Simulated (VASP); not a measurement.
# Al (Fd-3m) in VASP: a series of runs

Runs on Al. Level: RPBE. Tasks: single point, relaxation of cell and atoms.

Everything below comes from runs of VASP 6.6.1. Logs are shortened: lines on timing, memory, paths and dates and some standing lists are left out, and cuts for length are marked.

### 1 The cell of the first run

It takes space group Fd-3m (No. 227, cubic). Conventional cell: a = 6.332 Å, b = 6.332 Å, c = 6.332 Å, α = 90.00°, β = 90.00°, γ = 90.00°. Al (site symmetry -43m) has 4 Al at 2.74 Å within 3.6 Å.

### 2 Single point, RPBE (volume scaled by 1.12)

INCAR reads:

```
SYSTEM = Al
PREC     = Accurate       ! precision mode
ENCUT    = 520            ! plane-wave cutoff, eV
EDIFF    = 1E-6           ! SCF threshold, eV
ISMEAR   = -1             ! smearing method
SIGMA    = 0.1            ! smearing width, eV
LREAL    = .FALSE.        ! projectors in reciprocal space
LASPH    = .TRUE.         ! aspherical terms in the spheres
NELM     = 100            ! most SCF steps
ALGO     = Normal         ! electronic algorithm
ISIF     = 2              ! what is computed and relaxed
LWAVE    = .FALSE.        ! write WAVECAR
LCHARG   = .FALSE.        ! write CHGCAR
GGA      = RP             ! functional
NBANDS   = 10             ! bands
```

KPOINTS reads:

```
Automatic mesh
0
G
  10 10 10
  0 0 0
```

POSCAR reads:

```
Al
1.0
    0.0000000000      3.1661121113      3.1661121113
    3.1661121113      0.0000000000      3.1661121113
    3.1661121113      3.1661121113      0.0000000000
Al
2
Direct
    0.1250000000      0.1250000000      0.1250000000
    0.8750000000      0.8750000000      0.8750000000
```

Potentials or basis: VASP PAW PBE potentials, release 64 (Al).

Launch:

```sh
$ cat potpaw_PBE.64/Al/POTCAR > POTCAR
$ mpirun -np 1 vasp_std > vasp.out
```

OUTCAR:

```text
SYSTEM = Al
   PREC = Accurate
   ENCUT = 520
   EDIFF = 1E-6
   ISMEAR = -1
   LREAL = .FALSE.
   LASPH = .TRUE.
   NELM = 100
   ISIF = 2
   GGA = RP

 ion  position               nearest neighbor table
   1  0.125  0.125  0.125-   2 2.74   2 2.74   2 2.74   2 2.74
   2  0.875  0.875  0.875-   1 2.74   1 2.74   1 2.74   1 2.74

  LATTYP: Found a face centered cubic cell.
 ALAT       =     6.3322242226

  Lattice vectors:

 A1 = (   0.0000000000,   3.1661121113,   3.1661121113)
 A2 = (   3.1661121113,   0.0000000000,   3.1661121113)
 A3 = (   3.1661121113,   3.1661121113,   0.0000000000)

Analysis of symmetry for initial positions (statically):
=====================================================================
 Subroutine PRICEL returns:
 Original cell was already a primitive cell.

 Routine SETGRP: Setting up the symmetry group for a
 face centered cubic supercell.

 Subroutine GETGRP returns: Found 48 space group operations
 (whereof 12 operations were pure point group operations)
 out of a pool of 48 trial point group operations.

The static configuration has the point symmetry D_3d.
 The point group associated with its full space group is O_h .

Analysis of symmetry for dynamics (positions and initial velocities):
=====================================================================
 Subroutine PRICEL returns:
 Original cell was already a primitive cell.

 Routine SETGRP: Setting up the symmetry group for a
 face centered cubic supercell.

 Subroutine GETGRP returns: Found 48 space group operations
 (whereof 12 operations were pure point group operations)
 out of a pool of 48 trial point group operations.

The dynamic configuration has the point symmetry D_3d.
 The point group associated with its full space group is O_h .

 Subroutine INISYM returns: Found 48 space group operations
 (whereof 12 operations are pure point group operations),
 and found     1 'primitive' translations

----------------------------------------------------------------------------------------

                                     Primitive cell

  volume of cell :      63.4759

  direct lattice vectors                    reciprocal lattice vectors
     0.000000000  3.166112111  3.166112111    -0.157922393  0.157922393  0.157922393
     3.166112111  0.000000000  3.166112111     0.157922393 -0.157922393  0.157922393
     3.166112111  3.166112111  0.000000000     0.157922393  0.157922393 -0.157922393

  length of vectors
     4.477558688  4.477558688  4.477558688     0.273529608  0.273529608  0.273529608

  position of ions in fractional coordinates (direct lattice)
     0.125000000  0.125000000  0.125000000
     0.875000000  0.875000000  0.875000000

  ion indices of the primitive-cell ions
   primitive index   ion index
                 1           1
                 2           2

----------------------------------------------------------------------------------------

 KPOINTS: Automatic mesh

Automatic generation of k-mesh.
 Grid dimensions read from file:
 generate k-points for:   10   10   10

 Generating k-lattice:

  Cartesian coordinates                     Fractional coordinates (reciprocal lattice)
    -0.015792239  0.015792239  0.015792239     0.100000000  0.000000000  0.000000000
     0.015792239 -0.015792239  0.015792239     0.000000000  0.100000000  0.000000000
     0.015792239  0.015792239 -0.015792239     0.000000000  0.000000000  0.100000000

  Length of vectors
     0.027352961  0.027352961  0.027352961

  Shift w.r.t. Gamma in fractional coordinates (k-lattice)
     0.000000000  0.000000000  0.000000000

 Subroutine IBZKPT returns following result:
 ===========================================

 Found     47 irreducible k-points:

 Following reciprocal coordinates:
            Coordinates               Weight
  0.000000  0.000000  0.000000      1.000000
  0.100000  0.000000  0.000000      8.000000
  0.200000  0.000000  0.000000      8.000000
  0.300000  0.000000  0.000000      8.000000
  0.400000  0.000000  0.000000      8.000000
  0.500000  0.000000  0.000000      4.000000
[... 16 lines left out ...]
  0.300000  0.300000  0.000000      6.000000
  0.400000  0.300000  0.000000     24.000000
 [... further k-points ...]
   k-points           NKPTS =     47   k-points in BZ     NKDIM =     47   number of bands    NBANDS=     10
   number of dos      NEDOS =    301   number of ions     NIONS =      2
   total plane-waves  NPLWV =  46656
   dimension x,y,z NGX =    36 NGY =   36 NGZ =   36
   dimension x,y,z NGXF=    72 NGYF=   72 NGZF=   72
   ions per type =               2
   NGX,Y,Z   is equivalent  to a cutoff of  13.37, 13.37, 13.37 a.u.
   NGXF,Y,Z  is equivalent  to a cutoff of  26.73, 26.73, 26.73 a.u.
 SYSTEM =  Al
   PREC   = accura    normal or accurate (medium, high low for compatibility)
   ISTART =      0    job   : 0-new  1-cont  2-samecut
   ICHARG =      2    charge: 1-file 2-atom 10-const
   ISPIN  =      1    spin polarized calculation?
   LNONCOLLINEAR =      F non collinear calculations
   LSORBIT =      F    spin-orbit coupling
   LASPH  =      T    aspherical Exc in radial PAW
   ENCUT  =  520.0 eV  38.22 Ry    6.18 a.u.   8.33  8.33  8.33*2*pi/ulx,y,z
   NELM   =    100;   NELMIN=  2; NELMDL= -5     # of ELM steps
   EDIFF  = 0.1E-05   stopping-criterion for ELM
   LREAL  =      F    real-space projection
   EDIFFG = 0.1E-04   stopping-criterion for IOM
   NSW    =      0    number of steps for IOM
   IBRION =     -1    ionic relax: 0-MD 1-quasi-New 2-CG
   NFREE  =      0    steps in history (QN), initial steepest desc. (CG)
   ISIF   =      2    stress and relaxation
   ISYM   =      2    0-nonsym 1-usesym 2-fastsym
   POTIM  = 0.5000    time-step for ionic-motion
   TEBEG  =    0.0;   TEEND  =   0.0 temperature during run
   PSTRESS=    0.0 pullay stress
   NELECT =       6.0000    total number of electrons
   NUPDOWN=      -1.0000    fix difference up-down
   EMIN   =  10.00;   EMAX   =-10.00  energy-range for DOS
   EFERMI =   0.00;   METHOD = LEGACY
   ISMEAR =    -1;   SIGMA  =   0.10  broadening in eV -4-tet -1-fermi 0-gaus
   EFERMI_NEDOS =   21; number of points for ismear=-14 and -15
   IALGO  =     38    algorithm
   IMIX   =      4    mixing-type and parameters
     AMIX     =   0.40;   BMIX     =  1.00
     AMIX_MAG =   1.60;   BMIX_MAG =  1.00
  volume/ion in A,a.u.               =      31.74       214.18
  Fermi-wavevector in a.u.,A,eV,Ry     =   0.745743  1.409249  7.566636  0.556132
  Thomas-Fermi vector in A             =   1.841401
   LORBIT       =      0    0 simple, 1 ext, 2 COOP (PROOUT), +10 PAW based schemes
   GGA     = RP    functional components
   LHFCALC =     F    Hartree Fock is set to
   AEXX    =    0.0000 exact exchange contribution
   IVDW    =     0    specifies the selected vdW correction
   LEPSILON=     F    determine dielectric tensor
   LRPA    =     F    only Hartree local field effects (RPA)
 non-spin polarized calculation
  energy-cutoff  :      520.00
  volume of cell :       63.48
 maximum number of plane-waves:      1736
 NGX is ok and might be reduce to    36
   NGX = 17   NGY = 17   NGZ = 17

 number of electron       6.0000000 magnetization

 Free energy of the ion-electron system (eV)
  ---------------------------------------------------
  ext. energy  EPLUGINS =         0.00000000
  ---------------------------------------------------
  free energy    TOTEN  =        -5.51354636 eV

  energy without entropy =       -5.45669941  energy(sigma->0) =       -5.48512288

 E-fermi :   2.0454     XC(G=0):  -7.5922

 val. band max:        2.0243123562   @ k =   0.5000   0.3000   0.0000
 cond. band min:       2.1627919497   @ k =  -0.3000   0.3000   0.1000
 fundamental gap:      0.1384795936
 Fermi energy:         2.0453874376

 k-point     1 :       0.0000    0.0000    0.0000
  band No.  band energies     occupation
      1      -5.2484      2.00000
      2       3.8979      0.00000
      3       3.8979      0.00000
      4       3.8979      0.00000
      5       5.7243      0.00000
      6       5.7243      0.00000
      7       5.7243      0.00000
      8       5.9686      0.00000
      9       9.3347      0.00000
     10       9.5600      0.00000

 k-point     2 :       0.1000    0.0000    0.0000
  band No.  band energies     occupation
      1      -5.1506      2.00000
      2       2.9593      0.00021
      3       3.7410      0.00000
      4       3.7410      0.00000
      5       5.6299      0.00000
      6       5.9523      0.00000
      7       5.9523      0.00000
      8       6.8161      0.00000
      9       9.2609      0.00000
     10       9.2609      0.00000

 k-point     3 :       0.2000    0.0000    0.0000
  band No.  band energies     occupation
      1      -4.8621      2.00000
      2       1.5161      1.99000
      3       3.4462      0.00000
      4       3.4462      0.00000
      5       5.3032      0.00000
      6       6.3353      0.00000
      7       6.3353      0.00000
      8       8.2079      0.00000
      9       9.0058      0.00000
     10       9.0058      0.00000

 k-point     4 :       0.3000    0.0000    0.0000
  band No.  band energies     occupation
      1      -4.4029      2.00000
      2       0.1572      2.00000
      3       3.1910      0.00002
      4       3.1910      0.00002
      5       5.0039      0.00000
      6       6.4370      0.00000
      7       6.4370      0.00000
      8       9.4322      0.00000
      9       9.4363      0.00000
     10       9.4363      0.00000
[... 222 lines left out ...]
 k-point    22 :      -0.2000    0.2000    0.0000
  band No.  band energies     occupation
      1      -4.2412      2.00000
      2       0.3869      2.00000
      3       1.5526      1.98563
      4       3.2466      0.00001
      5       5.8566      0.00000
      6       6.8006      0.00000
      7       7.0070      0.00000
      8       7.9792      0.00000
      9       8.2904      0.00000
     10      11.7077      0.00000

 k-point    23 :       0.3000    0.3000    0.0000
  band No.  band energies     occupation
      1      -4.0904      2.00000
      2       0.4186      2.00000
      3       2.1732      0.43573
      4       2.1732      0.43573
      5       4.3281      0.00000
      6       5.4605      0.00000
      7       8.8603      0.00000
      8       8.8603      0.00000
      9      10.4823      0.00000
     10      10.8548      0.00000

 k-point    24 :       0.4000    0.3000    0.0000
  band No.  band energies     occupation
      1      -3.6321      2.00000
      2      -0.3411      2.00000
      3       1.6784      1.95032
      4       2.0180      1.13607
      5       4.4698      0.00000
      6       5.3501      0.00000
      7       9.0330      0.00000
      8       9.1482      0.00000
      9      11.6392      0.00000
     10      11.7967      0.00000

 [... further k-points ...]
[... 5 lines left out ...]
  --------------------------------------------------------------------------------------
  -------------------------------------------------------------------------------------
  Total       -1.2482626     -1.2482626     -1.2482626      0.0000000      0.0000000      0.0000000
  in kB      -31.5070443    -31.5070443    -31.5070443      0.0000000      0.0000000      0.0000000
  external PRESSURE =     -31.5070443 kB  Pullay stress =       0.0000000 kB

 VOLUME and BASIS-vectors are now :
 -----------------------------------------------------------------------------
  energy-cutoff  :      520.00
  volume of cell :       63.48
      direct lattice vectors                 reciprocal lattice vectors
     0.000000000  3.166112111  3.166112111    -0.157922393  0.157922393  0.157922393
     3.166112111  0.000000000  3.166112111     0.157922393 -0.157922393  0.157922393
     3.166112111  3.166112111  0.000000000     0.157922393  0.157922393 -0.157922393

 POSITION                                       TOTAL-FORCE (eV/Angst)
 -----------------------------------------------------------------------------------
      0.79153      0.79153      0.79153        -0.000000     -0.000000     -0.000000
      5.54070      5.54070      5.54070         0.000000      0.000000      0.000000
 -----------------------------------------------------------------------------------
    total drift:                               -0.000000      0.000000      0.000000

  FREE ENERGIE OF THE ION-ELECTRON SYSTEM (eV)
  ---------------------------------------------------
  free  energy   TOTEN  =        -5.5135463611 eV

  energy  without entropy=       -5.4566994078  energy(sigma->0) =       -5.48512288
```

Wall time 67 s (1 thread of AMD EPYC 7R13, shared host); peak memory 0.17 GiB.

What came out:

```
Free energy            : -5.5135 eV
Pressure               : -3.2 GPa
Band gap on the k mesh : zero (band 3 reaches 3.90 eV, above the bottom of band 4 at 0.97 eV)
```

Caveat: the cell differs from its parent crystal (volume scaled by 1.12); the PAW data sets were made with another functional, which shifts forces and pressure a little.

### 3 Relaxation of cell and atoms, RPBE

This run uses another cell than the first one, of 22.41 Å³/atom, 0.706 times its volume.

INCAR reads:

```
SYSTEM = Al
PREC     = Accurate       ! precision mode
ENCUT    = 600            ! plane-wave cutoff, eV
EDIFF    = 1E-6           ! SCF threshold, eV
ISMEAR   = -1             ! smearing method
SIGMA    = 0.1            ! smearing width, eV
LREAL    = .False.        ! projectors in reciprocal space
LASPH    = .True.         ! aspherical terms in the spheres
NELM     = 80             ! most SCF steps
ALGO     = Normal         ! electronic algorithm
ISIF     = 3              ! what is computed and relaxed
LWAVE    = .False.        ! write WAVECAR
LCHARG   = .False.        ! write CHGCAR
GGA      = RP             ! functional
IBRION   = 2              ! ionic algorithm
NSW      = 80             ! ionic steps
EDIFFG   = -0.01          ! ionic threshold
```

KPOINTS reads:

```
Automatic mesh
0
Gamma
  10 10 10
  0 0 0
```

POSCAR reads:

```
Al
1.0
    0.0000000000      2.8194727963      2.8194727963
    2.8194727963      0.0000000000      2.8194727963
    2.8194727963      2.8194727963      0.0000000000
Al
2
Direct
    0.1250000000      0.1250000000      0.1250000000
    0.8750000000      0.8750000000      0.8750000000
```

Potentials or basis: VASP PAW PBE potentials, release 64 (Al).

Launch:

```sh
$ cat potpaw_PBE.64/Al/POTCAR > POTCAR
$ mpirun -np 1 vasp_std > vasp.out
```

Run time: 95 s. Hardware: 1 thread of AMD EPYC 7R13, shared host; peak memory 0.15 GiB.

Results (log left out):

```
Free energy                            : -5.5884 eV
Relaxed volume                         : 28.29 Å³/atom
Relaxed cell                           : a = 4.309 Å, b = 4.309 Å, c = 4.309 Å, α = 60.00°, β = 60.00°, γ = 60.00°
Space group after relaxing (to 0.05 Å) : Fd-3m (No. 227)
Energy gained by relaxing              : 198.9 meV/atom
Ionic steps                            : 5
Pressure after relaxing                : 0.0 GPa
Band gap on the k mesh                 : zero (band 3 reaches 4.77 eV, above the bottom of band 4 at 1.45 eV)
```

Step by step:
```tsv
step	energy change (eV)	largest force (eV/Å)	pressure (GPa)	volume (Å³)
1	0.0000	0.0000	13.23	44.83
2	-0.3944	0.0000	-0.79	57.93
3	-0.3979	0.0000	0.07	56.45
4	-0.3978	0.0000	-0.08	56.70
5	-0.3979	0.0000	-0.01	56.58
```

Final structure:
```
Al
1.0
     0.00000    3.04712    3.04712
     3.04712    0.00000    3.04712
     3.04712    3.04712    0.00000
Al
2
Direct
  0.12500 0.12500 0.12500
  0.87500 0.87500 0.87500
```

Levels at points of the mesh, in eV from the Fermi level:
| k point | band 1 | band 2 | band 3 | band 4 | band 5 | band 6 | band 7 |
| --- | --- | --- | --- | --- | --- | --- | --- |
| (0.00, 0.00, 0.00) | -7.74 | 2.05 | 2.05 | 2.05 | 3.90 | 3.90 | 3.90 |
| (0.50, 0.00, 0.00) | -5.78 | -3.77 | 1.05 | 1.05 | 3.17 | 4.35 | 4.35 |
| (0.50, 0.50, 0.00) | -4.31 | -4.31 | -0.39 | -0.39 | 2.14 | 2.14 | 10.58 |

Caveat: the volume moved by over 15 % at a fixed basis, so the end points are rough; the PAW data sets were made with another functional, which shifts forces and pressure a little.

[end of part 1 of 2]
